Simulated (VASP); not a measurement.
# HfCl5 (R-3m) in VASP: notebook

Runs on HfCl5. Level: PBE. Tasks: single point.

All numbers are computed with VASP 6.6.1; they aren't measurements. Logs are shortened: lines on timing, memory, paths and dates and some standing lists are left out, and cuts for length are marked.

### 1 The cell of the first run

Symmetry: R-3m, No. 166, trigonal system. Conventional cell: a = 6.887 Å, b = 6.887 Å, c = 9.964 Å, α = 90.00°, β = 90.00°, γ = 120.00°. Hf (site symmetry -3m) has 6 Cl at 2.59 Å within 3.4 Å. Within 3.4 Å of Cl (site symmetry 2/m) lie 2 Hf at 2.59 Å and 2 Cl at 3.04 Å. Cl (site symmetry 3m) has 1 Cl at 2.04 Å within 2.7 Å.

### 2 Single point, PBE

Input file INCAR:

```
ALGO = Normal
EDIFF = 1E-6
ENCUT = 520
GGA = PE
ISIF = 2
ISMEAR = 0
LASPH = T
LCHARG = F
LREAL = F
LWAVE = F
NBANDS = 32
NELM = 80
PREC = Accurate
SIGMA = 0.1
```

Input file KPOINTS:

```
k-points
0
Gamma
  3 3 3
```

Input file POSCAR:

```
HfCl5
1.0
    3.4435088904      1.9881107836      3.3214795993
   -3.4435088904      1.9881107836      3.3214795993
    0.0000000000     -3.9762215709      3.3214795971
Hf Cl
1 5
Direct
    0.0000000000      0.0000000000      0.0000000000
    0.0000000000      0.0000000000      0.5000000000
    0.5000000000      0.0000000000      0.0000000000
    0.0000000000      0.5000000000      0.0000000000
    0.6022912989      0.6022912989      0.6022912989
    0.3977087011      0.3977087011      0.3977087011
```

Potentials or basis: VASP PAW PBE potentials, release 64 (Hf_pv, Cl).

Started as:

```sh
$ cat potpaw_PBE.64/Hf_pv/POTCAR potpaw_PBE.64/Cl/POTCAR > POTCAR
$ mpirun -np 1 vasp_std > vasp.out
```

OUTCAR:

```text
EDIFF = 1E-6
   ENCUT = 520
   GGA = PE
   ISIF = 2
   ISMEAR = 0
   LASPH = T
   LREAL = F
   NELM = 80
   PREC = Accurate

 ion  position               nearest neighbor table
   1  0.000  0.000  0.000-   3 2.59   4 2.59   4 2.59   3 2.59   2 2.59   2 2.59
   2  0.000  0.000  0.500-   1 2.59   1 2.59
   3  0.500  0.000  0.000-   1 2.59   1 2.59
   4  0.000  0.500  0.000-   1 2.59   1 2.59
   5  0.602  0.602  0.602-   6 2.04
   6  0.398  0.398  0.398-   5 2.04

  LATTYP: Found a trigonal (rhomboedric) cell.
 ALAT       =     5.1809810552
 COS(alpha) =     0.1164962355

  Lattice vectors:

 A1 = (   3.4435088904,   1.9881107836,   3.3214795993)
 A2 = (  -3.4435088904,   1.9881107836,   3.3214795993)
 A3 = (   0.0000000000,  -3.9762215709,   3.3214795971)

Analysis of symmetry for initial positions (statically):
=====================================================================
 Subroutine PRICEL returns:
 Original cell was already a primitive cell.

 Routine SETGRP: Setting up the symmetry group for a
 trigonal (rhombohedral) supercell.

 Subroutine GETGRP returns: Found 12 space group operations
 (whereof 12 operations were pure point group operations)
 out of a pool of 12 trial point group operations.

The static configuration has the point symmetry D_3d.

Analysis of symmetry for dynamics (positions and initial velocities):
=====================================================================
 Subroutine PRICEL returns:
 Original cell was already a primitive cell.

 Routine SETGRP: Setting up the symmetry group for a
 trigonal (rhombohedral) supercell.

 Subroutine GETGRP returns: Found 12 space group operations
 (whereof 12 operations were pure point group operations)
 out of a pool of 12 trial point group operations.

The dynamic configuration has the point symmetry D_3d.

 Subroutine INISYM returns: Found 12 space group operations
 (whereof 12 operations are pure point group operations),
 and found     1 'primitive' translations

----------------------------------------------------------------------------------------

                                     Primitive cell

  volume of cell :     136.4346

  direct lattice vectors                    reciprocal lattice vectors
     3.443508890  1.988110784  3.321479599     0.145200729  0.083831680  0.100356881
    -3.443508890  1.988110784  3.321479599    -0.145200729  0.083831680  0.100356881
[... 75 lines left out ...]
   LREAL  =      F    real-space projection
   EDIFFG = 0.1E-04   stopping-criterion for IOM
   NSW    =      0    number of steps for IOM
   IBRION =     -1    ionic relax: 0-MD 1-quasi-New 2-CG
   NFREE  =      0    steps in history (QN), initial steepest desc. (CG)
   ISIF   =      2    stress and relaxation
   ISYM   =      2    0-nonsym 1-usesym 2-fastsym
   POTIM  = 0.5000    time-step for ionic-motion
   TEBEG  =    0.0;   TEEND  =   0.0 temperature during run
   PSTRESS=    0.0 pullay stress
   NELECT =      45.0000    total number of electrons
   NUPDOWN=      -1.0000    fix difference up-down
   EMIN   =  10.00;   EMAX   =-10.00  energy-range for DOS
   EFERMI =   0.00;   METHOD = LEGACY
   ISMEAR =     0;   SIGMA  =   0.10  broadening in eV -4-tet -1-fermi 0-gaus
   EFERMI_NEDOS =   21; number of points for ismear=-14 and -15
   IALGO  =     38    algorithm
   IMIX   =      4    mixing-type and parameters
     AMIX     =   0.40;   BMIX     =  1.00
     AMIX_MAG =   1.60;   BMIX_MAG =  1.00
  volume/ion in A,a.u.               =      22.74       153.45
  Fermi-wavevector in a.u.,A,eV,Ry     =   1.131108  2.137484 17.407370  1.279406
  Thomas-Fermi vector in A             =   2.267806
   LORBIT       =      0    0 simple, 1 ext, 2 COOP (PROOUT), +10 PAW based schemes
   GGA     = PE    functional components
   LHFCALC =     F    Hartree Fock is set to
   AEXX    =    0.0000 exact exchange contribution
   IVDW    =     0    specifies the selected vdW correction
   LEPSILON=     F    determine dielectric tensor
   LRPA    =     F    only Hartree local field effects (RPA)
 non-spin polarized calculation
 Gauss-broadening in eV      SIGMA  =   0.10
  energy-cutoff  :      520.00
  volume of cell :      136.43
 maximum number of plane-waves:      3721
 NGX is ok and might be reduce to    40
   NGX = 19   NGY = 19   NGZ = 19

 number of electron      45.0000018 magnetization

 Free energy of the ion-electron system (eV)
  ---------------------------------------------------
  ext. energy  EPLUGINS =         0.00000000
  ---------------------------------------------------
  free energy    TOTEN  =       -23.93453788 eV

  energy without entropy =      -23.91228223  energy(sigma->0) =      -23.92341005

 E-fermi :   4.4607     XC(G=0):  -9.2846

 val. band max:        4.3584400555   @ k =   0.3333   0.3333   0.3333
 cond. band min:       4.5083900371   @ k =  -0.3333   0.3333   0.0000
 fundamental gap:      0.1499499816
 Fermi energy:         4.4607489561

 k-point     1 :       0.0000    0.0000    0.0000
  band No.  band energies     occupation
      1     -29.1046      2.00000
      2     -29.1046      2.00000
      3     -29.0931      2.00000
      4     -14.2012      2.00000
      5     -12.7980      2.00000
      6     -12.4006      2.00000
[... 199 lines left out ...]
     31      10.2111      0.00000
     32      11.0151      0.00000

------------------------ aborting loop because EDIFF is reached ----------------------------------------

  FORCE on cell =-STRESS in cart. coord.  units (eV):
  Direction    XX          YY          ZZ          XY          YZ          ZX
  --------------------------------------------------------------------------------------
  -------------------------------------------------------------------------------------
  Total       -0.2754015     -0.2754015     -0.7600618      0.0000000      0.0000000     -0.0000000
  in kB       -3.2340912     -3.2340912     -8.9255475      0.0000000      0.0000000     -0.0000000
  external PRESSURE =      -5.1312433 kB  Pullay stress =       0.0000000 kB

 VOLUME and BASIS-vectors are now :
 -----------------------------------------------------------------------------
  energy-cutoff  :      520.00
  volume of cell :      136.43
      direct lattice vectors                 reciprocal lattice vectors
     3.443508890  1.988110784  3.321479599     0.145200729  0.083831680  0.100356881
    -3.443508890  1.988110784  3.321479599    -0.145200729  0.083831680  0.100356881
     0.000000000 -3.976221571  3.321479597     0.000000000 -0.167663360  0.100356881

 POSITION                                       TOTAL-FORCE (eV/Angst)
 -----------------------------------------------------------------------------------
      0.00000      0.00000      0.00000        -0.000000      0.000000     -0.000000
      0.00000     -1.98811      1.66074         0.000000     -0.000000      0.000000
      1.72175      0.99406      1.66074        -0.000000      0.000000      0.000000
     -1.72175      0.99406      1.66074         0.000000     -0.000000     -0.000000
      0.00000     -0.00000      6.00149        -0.000000      0.000000     -0.193332
      0.00000     -0.00000      3.96294        -0.000000     -0.000000      0.193332
 -----------------------------------------------------------------------------------
    total drift:                               -0.000000      0.000000     -0.000000

  FREE ENERGIE OF THE ION-ELECTRON SYSTEM (eV)
  ---------------------------------------------------
  free  energy   TOTEN  =       -23.9345378808 eV

  energy  without entropy=      -23.9122822272  energy(sigma->0) =      -23.92341005
```

OSZICAR:

```text
N       E                     dE             d eps       ncg     rms          rms(c)
DAV:   1     0.292494852831E+03    0.29249E+03   -0.20827E+04   384   0.123E+03
DAV:   2    -0.514656028514E+01   -0.29764E+03   -0.28486E+03   512   0.269E+02
DAV:   3    -0.264675066156E+02   -0.21321E+02   -0.21045E+02   488   0.713E+01
DAV:   4    -0.268075701968E+02   -0.34006E+00   -0.33964E+00   472   0.105E+01
DAV:   5    -0.268145161769E+02   -0.69460E-02   -0.69428E-02   504   0.146E+00    0.330E+01
DAV:   6    -0.242018016818E+02    0.26127E+01   -0.13253E+01   440   0.964E+00    0.240E+01
DAV:   7    -0.239538564051E+02    0.24795E+00   -0.61492E-01   440   0.451E+00    0.150E+01
DAV:   8    -0.239824235057E+02   -0.28567E-01   -0.50741E-01   472   0.317E+00    0.303E+00
DAV:   9    -0.239393020560E+02    0.43121E-01   -0.25476E-01   456   0.224E+00    0.124E+00
DAV:  10    -0.239348686159E+02    0.44334E-02   -0.28326E-02   440   0.842E-01    0.323E-01
DAV:  11    -0.239350214414E+02   -0.15283E-03   -0.26338E-03   448   0.255E-01    0.294E-01
DAV:  12    -0.239345328181E+02    0.48862E-03   -0.79070E-04   456   0.159E-01    0.126E-01
DAV:  13    -0.239345460011E+02   -0.13183E-04   -0.12175E-04   456   0.540E-02    0.665E-02
DAV:  14    -0.239345411593E+02    0.48418E-05   -0.16501E-05   512   0.214E-02    0.313E-02
DAV:  15    -0.239345377629E+02    0.33965E-05   -0.19007E-05   448   0.239E-02    0.146E-02
DAV:  16    -0.239345378808E+02   -0.11797E-06   -0.24353E-06   400   0.774E-03
   1 F= -.23934538E+02 E0= -.23923410E+02  d E =-.222557E-01
```

Run time: 13 s. Hardware: 1 thread of Intel Xeon 6975P-C (Granite Rapids), shared host; peak memory 0.24 GiB.

Results:

* Free energy: -23.9345 eV
* Pressure: -0.5 GPa
* Largest force: 0.193 eV/Å

Forces in eV/Å, atoms in the order of the input:
```
Hf   0.000  0.000  0.000
Cl   0.000  0.000  0.000
Cl   0.000  0.000  0.000
Cl   0.000  0.000  0.000
Cl   0.000  0.000 -0.193
Cl   0.000  0.000  0.193
```

Levels at points of the mesh, in eV from the Fermi level:
| k point | band 18 | band 19 | band 20 | band 21 | band 22 | band 23 | band 24 | band 25 | band 26 | band 27 |
| --- | --- | --- | --- | --- | --- | --- | --- | --- | --- | --- |
| (0.00, 0.00, 0.00) | -4.05 | -3.46 | -3.46 | -3.19 | -3.19 | -0.96 | -0.57 | -0.57 | 0.60 | 0.60 |

Caveat: the k points lie up to 0.41 Å⁻¹ apart; spin-orbit coupling is left out, which moves the levels of the heavy elements; an odd number of electrons without spin polarisation forces a metal; a magnetic or distorted state may lie lower.

### 3 Single point, PBE

This run uses another cell than the first one, of 27.38 Å³/atom, 1.204 times its volume.

Input file INCAR:

```
  ALGO = Normal
  EDIFF = 1E-6
  ENCUT = 520
  GGA = PE
  ISIF = 2
  ISMEAR = 0
  LASPH = T
  LCHARG = T
  LELF = T
  LREAL = F
  LVHAR = T
  LWAVE = F
  NBANDS = 32
  NELM = 60
  PREC = Accurate
  SIGMA = 0.1
```

KPOINTS is that of step 2.

Input file POSCAR:

```
HfCl5
1.0
    3.2360496800      1.8683341500      4.5280817500
   -3.2360496800      1.8683341500      4.5280817500
    0.0000000000     -3.7366683100      4.5280817500
Hf Cl
1 5
Direct
    0.0000000000      0.0000000000      0.0000000000
    0.0000000000      0.0000000000      0.5000000000
    0.5000000000      0.0000000000      0.0000000000
    0.0000000000      0.5000000000      0.0000000000
    0.5688747600      0.5688747600      0.5688747600
    0.4311252400      0.4311252400      0.4311252400
```

Potentials or basis: VASP PAW PBE potentials, release 64 (Hf_pv, Cl).

Started as:

```sh
$ cat potpaw_PBE.64/Hf_pv/POTCAR potpaw_PBE.64/Cl/POTCAR > POTCAR
$ mpirun -np 1 vasp_std > vasp.out
```

Wall time 21 s (1 thread of Intel Xeon 6975P-C (Granite Rapids), shared host); peak memory 0.31 GiB.

It converged, with:

* Free energy: -20.3168 eV
* Pressure: -3.5 GPa
* Largest force: 2.756 eV/Å

Forces in eV/Å, atoms in the order of the input:
```
Hf   0.000  0.000  0.000
Cl   0.000  0.000  0.000
Cl   0.000  0.000  0.000
Cl   0.000  0.000  0.000
Cl   0.000  0.000  2.756
Cl   0.000  0.000 -2.756
```

Stress tensor (GPa, compression positive):
```
  1.77   0.00   0.00
  0.00   1.77   0.00
  0.00   0.00 -14.00
```

Levels at points of the mesh, in eV from the Fermi level:
| k point | band 18 | band 19 | band 20 | band 21 | band 22 | band 23 | band 24 | band 25 | band 26 | band 27 |
| --- | --- | --- | --- | --- | --- | --- | --- | --- | --- | --- |
| (0.00, 0.00, 0.00) | -2.60 | -2.60 | -1.68 | -1.23 | -1.23 | -0.47 | 0.20 | 0.20 | 0.26 | 0.34 |

Caveat: the k points lie up to 0.40 Å⁻¹ apart; spin-orbit coupling is left out, which moves the levels of the heavy elements; an odd number of electrons without spin polarisation forces a metal; a magnetic or distorted state may lie lower.
